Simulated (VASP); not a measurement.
# TaN (P-6m2) in VASP: single point with r2SCAN

Aim: the single point of TaN with r2SCAN.

Everything below comes from runs of VASP 6.6.1. Logs are shortened: lines on timing, memory, paths and dates and some standing lists are left out, and cuts for length are marked.

### 1 The cell of the first run

It takes space group P-6m2 (No. 187, hexagonal). The conventional cell has a = 2.938 Å, b = 2.938 Å, c = 2.883 Å, α = 90.00°, β = 90.00°, γ = 120.00°. Within 3.0 Å of Ta (site symmetry -6m2) lie 6 N at 2.23 Å and 8 Ta at 2.88 to 2.94 Å. Within 3.0 Å of N (site symmetry -6m2) lie 6 Ta at 2.23 Å and 8 N at 2.88 to 2.94 Å.

### 2 Single point, r2SCAN

Contents of POSCAR:

```
TaN
1.0
    2.9379988584      0.0000000000      0.0000000000
   -1.4689994292      2.5443816477      0.0000000000
    0.0000000000      0.0000000000      2.8830000000
Ta N
1 1
Direct
    0.3333333333      0.6666666667      0.5000000000
    0.0000000000      0.0000000000      0.0000000000
```

Contents of INCAR.step1:

```
ALGO     = Normal         # electronic algorithm
EDIFF    = 1E-4           # SCF threshold, eV
ENCUT    = 520            # plane-wave cutoff, eV
GGA      = PE             # functional
ISMEAR   = 0              # smearing method
LASPH    = T              # aspherical terms in the spheres
LCHARG   = F              # write CHGCAR
LREAL    = F              # projectors in reciprocal space
LWAVE    = T              # write WAVECAR
NBANDS   = 15             # bands
NELM     = 80             # most SCF steps
PREC     = Accurate       # precision mode
SIGMA    = 0.15           # smearing width, eV
```

Contents of INCAR.step2:

```
ALGO     = Normal         # electronic algorithm
EDIFF    = 1E-7           # SCF threshold, eV
ENCUT    = 520            # plane-wave cutoff, eV
ISIF     = 2              # what is computed and relaxed
ISMEAR   = 0              # smearing method
ISTART   = 1            
LASPH    = T              # aspherical terms in the spheres
LCHARG   = F              # write CHGCAR
LMIXTAU  = T            
LREAL    = F              # projectors in reciprocal space
LWAVE    = F              # write WAVECAR
METAGGA  = R2SCAN         # meta-GGA
NBANDS   = 15             # bands
NELM     = 80             # most SCF steps
PREC     = Accurate       # precision mode
SIGMA    = 0.15           # smearing width, eV
```

Contents of KPOINTS:

```
k-points
0
Gamma
  18 18 16
```

Potentials or basis: VASP PAW PBE potentials, release 64 (Ta_pv, N).

Run with:

```
> cat potpaw_PBE.64/Ta_pv/POTCAR potpaw_PBE.64/N/POTCAR > POTCAR
> cp INCAR.step1 INCAR
> mpirun -np 1 vasp_std > vasp.out
> cp INCAR.step2 INCAR
> mpirun -np 1 vasp_std > vasp.out
```

OUTCAR:

```text
EDIFF = 1E-7
   ENCUT = 520
   ISIF = 2
   ISMEAR = 0
   ISTART = 1
   LASPH = T
   LREAL = F
   METAGGA = R2SCAN
   NELM = 80
   PREC = Accurate

 ion  position               nearest neighbor table
   1  0.333  0.667  0.500-   2 2.23   2 2.23   2 2.23   2 2.23   2 2.23   2 2.23
   2  0.000  0.000  0.000-   1 2.23   1 2.23   1 2.23   1 2.23   1 2.23   1 2.23

  LATTYP: Found a hexagonal cell.
 ALAT       =     2.9379988584
 C/A-ratio  =     0.9812801635

  Lattice vectors:

 A1 = (   2.9379988584,   0.0000000000,   0.0000000000)
 A2 = (  -1.4689994292,   2.5443816477,   0.0000000000)
 A3 = (   0.0000000000,   0.0000000000,   2.8830000000)

Analysis of symmetry for initial positions (statically):
=====================================================================
 Subroutine PRICEL returns:
 Original cell was already a primitive cell.

 Routine SETGRP: Setting up the symmetry group for a
 hexagonal supercell.

 Subroutine GETGRP returns: Found 12 space group operations
 (whereof 12 operations were pure point group operations)
 out of a pool of 24 trial point group operations.

The static configuration has the point symmetry D_3h.

Analysis of symmetry for dynamics (positions and initial velocities):
=====================================================================
 Subroutine PRICEL returns:
 Original cell was already a primitive cell.

 Routine SETGRP: Setting up the symmetry group for a
 hexagonal supercell.

 Subroutine GETGRP returns: Found 12 space group operations
 (whereof 12 operations were pure point group operations)
 out of a pool of 24 trial point group operations.

The dynamic configuration has the point symmetry D_3h.

 Subroutine INISYM returns: Found 12 space group operations
 (whereof 12 operations are pure point group operations),
 and found     1 'primitive' translations

----------------------------------------------------------------------------------------

                                     Primitive cell

  volume of cell :      21.5516

  direct lattice vectors                    reciprocal lattice vectors
     2.937998858  0.000000000  0.000000000     0.340367729  0.196511400  0.000000000
    -1.468999429  2.544381648  0.000000000     0.000000000  0.393022800  0.000000000
     0.000000000  0.000000000  2.883000000     0.000000000  0.000000000  0.346860909

  length of vectors
     2.937998858  2.937998858  2.883000000     0.393022800  0.393022800  0.346860909

  position of ions in fractional coordinates (direct lattice)
     0.333333333  0.666666667  0.500000000
     0.000000000  0.000000000  0.000000000

  ion indices of the primitive-cell ions
   primitive index   ion index
                 1           1
                 2           2

----------------------------------------------------------------------------------------

 KPOINTS: k-points

Automatic generation of k-mesh.
 Grid dimensions read from file:
 generate k-points for:   18   18   16

 Generating k-lattice:

  Cartesian coordinates                     Fractional coordinates (reciprocal lattice)
     0.018909318  0.010917300  0.000000000     0.055555556 -0.000000000  0.000000000
     0.000000000  0.021834600  0.000000000     0.000000000  0.055555556  0.000000000
     0.000000000  0.000000000  0.021678807     0.000000000  0.000000000  0.062500000

  Length of vectors
     0.021834600  0.021834600  0.021678807

  Shift w.r.t. Gamma in fractional coordinates (k-lattice)
     0.000000000  0.000000000  0.000000000

 Subroutine IBZKPT returns following result:
 ===========================================

 Found    333 irreducible k-points:

 Following reciprocal coordinates:
            Coordinates               Weight
  0.000000  0.000000  0.000000      1.000000
  0.055556  0.000000  0.000000      6.000000
  0.111111  0.000000  0.000000      6.000000
  0.166667  0.000000  0.000000      6.000000
  0.222222 -0.000000  0.000000      6.000000
  0.277778 -0.000000  0.000000      6.000000
[... 16 lines left out ...]
  0.333333  0.111111  0.000000     12.000000
  0.388889  0.111111  0.000000     12.000000
 [... further k-points ...]
   k-points           NKPTS =    333   k-points in BZ     NKDIM =    333   number of bands    NBANDS=     15
   number of dos      NEDOS =    301   number of ions     NIONS =      2
   total plane-waves  NPLWV =  13824
   dimension x,y,z NGX =    24 NGY =   24 NGZ =   24
   dimension x,y,z NGXF=    48 NGYF=   48 NGZF=   48
   ions per type =               1   1
   NGX,Y,Z   is equivalent  to a cutoff of  13.58, 13.58, 13.84 a.u.
   NGXF,Y,Z  is equivalent  to a cutoff of  27.16, 27.16, 27.68 a.u.
 SYSTEM =  unknown system
   PREC   = accura    normal or accurate (medium, high low for compatibility)
   ISTART =      1    job   : 0-new  1-cont  2-samecut
   ICHARG =      0    charge: 1-file 2-atom 10-const
   ISPIN  =      1    spin polarized calculation?
   LNONCOLLINEAR =      F non collinear calculations
   LSORBIT =      F    spin-orbit coupling
   LASPH  =      T    aspherical Exc in radial PAW
   ENCUT  =  520.0 eV  38.22 Ry    6.18 a.u.   5.46  5.46  5.36*2*pi/ulx,y,z
   NELM   =     80;   NELMIN=  2; NELMDL=  0     # of ELM steps
   EDIFF  = 0.1E-06   stopping-criterion for ELM
   LREAL  =      F    real-space projection
   EDIFFG = 0.1E-05   stopping-criterion for IOM
   NSW    =      0    number of steps for IOM
   IBRION =     -1    ionic relax: 0-MD 1-quasi-New 2-CG
   NFREE  =      0    steps in history (QN), initial steepest desc. (CG)
   ISIF   =      2    stress and relaxation
   ISYM   =      2    0-nonsym 1-usesym 2-fastsym
   POTIM  = 0.5000    time-step for ionic-motion
   TEBEG  =    0.0;   TEEND  =   0.0 temperature during run
   PSTRESS=    0.0 pullay stress
   NELECT =      16.0000    total number of electrons
   NUPDOWN=      -1.0000    fix difference up-down
   EMIN   =  10.00;   EMAX   =-10.00  energy-range for DOS
   EFERMI =   0.00;   METHOD = LEGACY
   ISMEAR =     0;   SIGMA  =   0.15  broadening in eV -4-tet -1-fermi 0-gaus
   EFERMI_NEDOS =   21; number of points for ismear=-14 and -15
   IALGO  =     38    algorithm
   IMIX   =      4    mixing-type and parameters
     AMIX     =   0.40;   BMIX     =  1.00
     AMIX_MAG =   1.60;   BMIX_MAG =  1.00
  volume/ion in A,a.u.               =      10.78        72.72
  Fermi-wavevector in a.u.,A,eV,Ry     =   1.482366  2.801265 29.897546  2.197408
  Thomas-Fermi vector in A             =   2.596161
   LORBIT       =      0    0 simple, 1 ext, 2 COOP (PROOUT), +10 PAW based schemes
   METAGGA = R2SCAN    functional components
   LHFCALC =     F    Hartree Fock is set to
   AEXX    =    0.0000 exact exchange contribution
   IVDW    =     0    specifies the selected vdW correction
   LEPSILON=     F    determine dielectric tensor
   LRPA    =     F    only Hartree local field effects (RPA)
 non-spin polarized calculation
 Gauss-broadening in eV      SIGMA  =   0.15
  energy-cutoff  :      520.00
  volume of cell :       21.55
 maximum number of plane-waves:       605
 NGX is ok and might be reduce to    24
   NGX = 11   NGY = 11   NGZ = 11

 number of electron      16.0000001 magnetization

 Free energy of the ion-electron system (eV)
  ---------------------------------------------------
  ext. energy  EPLUGINS =         0.00000000
  ---------------------------------------------------
  free energy    TOTEN  =       -60.39582729 eV

  energy without entropy =      -60.39527760  energy(sigma->0) =      -60.39555245

 E-fermi :   8.2006     XC(G=0): -14.3481

 val. band max:        8.1732019802   @ k =   0.0000   0.0000   0.4375
 cond. band min:       8.2470110663   @ k =   0.0556   0.0000   0.5000
 fundamental gap:      0.0738090861
 Fermi energy:         8.2006071273

 k-point     1 :       0.0000    0.0000    0.0000
  band No.  band energies     occupation
      1     -27.9221      2.00000
      2     -27.6627      2.00000
      3     -27.6627      2.00000
      4     -10.5904      2.00000
      5       3.3893      2.00000
      6       3.3893      2.00000
      7       3.8228      2.00000
      8       5.0728      2.00000
      9      10.7049      0.00000
     10      11.9728      0.00000
     11      11.9728      0.00000
     12      12.4475      0.00000
     13      12.4475      0.00000
     14      18.8242      0.00000
     15      22.2507      0.00000

 k-point     2 :       0.0556    0.0000    0.0000
  band No.  band energies     occupation
      1     -27.9177      2.00000
      2     -27.6978      2.00000
      3     -27.6701      2.00000
      4     -10.5254      2.00000
      5       3.1866      2.00000
      6       3.4395      2.00000
      7       3.9154      2.00000
      8       4.9775      2.00000
      9      10.9551      0.00000
     10      11.8330      0.00000
     11      11.9819      0.00000
     12      12.4134      0.00000
     13      12.5391      0.00000
     14      18.8242      0.00000
     15      22.2287      0.00000

 k-point     3 :       0.1111    0.0000    0.0000
  band No.  band energies     occupation
      1     -27.9051      2.00000
      2     -27.7977      2.00000
      3     -27.6913      2.00000
      4     -10.3380      2.00000
      5       2.6866      2.00000
      6       3.5823      2.00000
      7       4.1520      2.00000
      8       4.7180      2.00000
      9      11.3824      0.00000
     10      11.6984      0.00000
     11      12.0183      0.00000
     12      12.3167      0.00000
     13      12.7795      0.00000
     14      18.8242      0.00000
     15      22.1752      0.00000
[... 343 lines left out ...]
 k-point    23 :       0.3333    0.1111    0.0000
  band No.  band energies     occupation
      1     -28.5916      2.00000
      2     -27.9498      2.00000
      3     -27.7869      2.00000
      4      -8.5050      2.00000
      5       0.0075      2.00000
      6       2.9633      2.00000
      7       3.8600      2.00000
      8       5.7321      2.00000
      9      10.7170      0.00000
     10      10.8756      0.00000
     11      13.2324      0.00000
     12      14.5177      0.00000
     13      16.3863      0.00000
     14      18.8222      0.00000
     15      22.1373      0.00000

 k-point    24 :       0.3889    0.1111    0.0000
  band No.  band energies     occupation
      1     -28.6663      2.00000
      2     -27.9765      2.00000
      3     -27.7747      2.00000
      4      -8.3007      2.00000
      5      -0.1843      2.00000
      6       2.8230      2.00000
      7       3.7427      2.00000
      8       5.7893      2.00000
      9      10.7362      0.00000
     10      11.3889      0.00000
     11      12.9603      0.00000
     12      14.6042      0.00000
     13      17.2724      0.00000
     14      18.8189      0.00000
     15      21.1239      0.00000

 [... further k-points ...]

------------------------ aborting loop because EDIFF is reached ----------------------------------------

  FORCE on cell =-STRESS in cart. coord.  units (eV):
  Direction    XX          YY          ZZ          XY          YZ          ZX
  --------------------------------------------------------------------------------------
  -------------------------------------------------------------------------------------
  Total        0.1407880      0.1407880      0.2759281      0.0000000      0.0000000      0.0000000
  in kB       10.4664118     10.4664118     20.5129411      0.0000000      0.0000000      0.0000000
  external PRESSURE =      13.8152549 kB  Pullay stress =       0.0000000 kB

 VOLUME and BASIS-vectors are now :
 -----------------------------------------------------------------------------
  energy-cutoff  :      520.00
  volume of cell :       21.55
      direct lattice vectors                 reciprocal lattice vectors
     2.937998858  0.000000000  0.000000000     0.340367729  0.196511400  0.000000000
    -1.468999429  2.544381648  0.000000000     0.000000000  0.393022800  0.000000000
     0.000000000  0.000000000  2.883000000     0.000000000  0.000000000  0.346860909

 POSITION                                       TOTAL-FORCE (eV/Angst)
 -----------------------------------------------------------------------------------
     -0.00000      1.69625      1.44150        -0.000000      0.000000      0.000000
      0.00000      0.00000      0.00000         0.000000     -0.000000      0.000000
 -----------------------------------------------------------------------------------
    total drift:                                0.000001     -0.000000     -0.000000

  FREE ENERGIE OF THE ION-ELECTRON SYSTEM (eV)
  ---------------------------------------------------
  free  energy   TOTEN  =       -60.3958272948 eV

  energy  without entropy=      -60.3952776035  energy(sigma->0) =      -60.39555245
```

Run time: 5.9 min. Hardware: 1 thread of Intel Xeon 8259CL, shared host; peak memory 0.24 GiB.

Results:

- Free energy: -60.3958 eV
- Pressure: 1.4 GPa
- Band gap on the k mesh: zero (bands 8 and 9 overlap by 0.49 eV)

Stress tensor (GPa, compression positive):
```
1.05 0.00 0.00
0.00 1.05 0.00
0.00 0.00 2.05
```

Levels at points of the mesh, in eV from the Fermi level:
| k point | band 6 | band 7 | band 8 | band 9 | band 10 | band 11 |
| --- | --- | --- | --- | --- | --- | --- |
| (0.00, 0.00, 0.00) | -4.81 | -4.38 | -3.13 | 2.50 | 3.77 | 3.77 |
| (0.50, 0.00, 0.00) | -5.44 | -3.59 | -3.39 | 3.24 | 4.17 | 5.47 |
| (0.00, 0.00, 0.50) | -3.95 | -3.95 | -0.07 | -0.07 | 2.40 | 3.64 |
| (0.50, 0.00, 0.50) | -6.44 | -5.93 | -0.50 | 4.49 | 5.50 | 6.12 |

Caveat: the PAW data sets were made with another functional, which shifts forces and pressure a little; spin-orbit coupling is left out, which moves the levels of the heavy elements.

The gap in the log of VASP goes by the Fermi energy; the results here count the filled bands.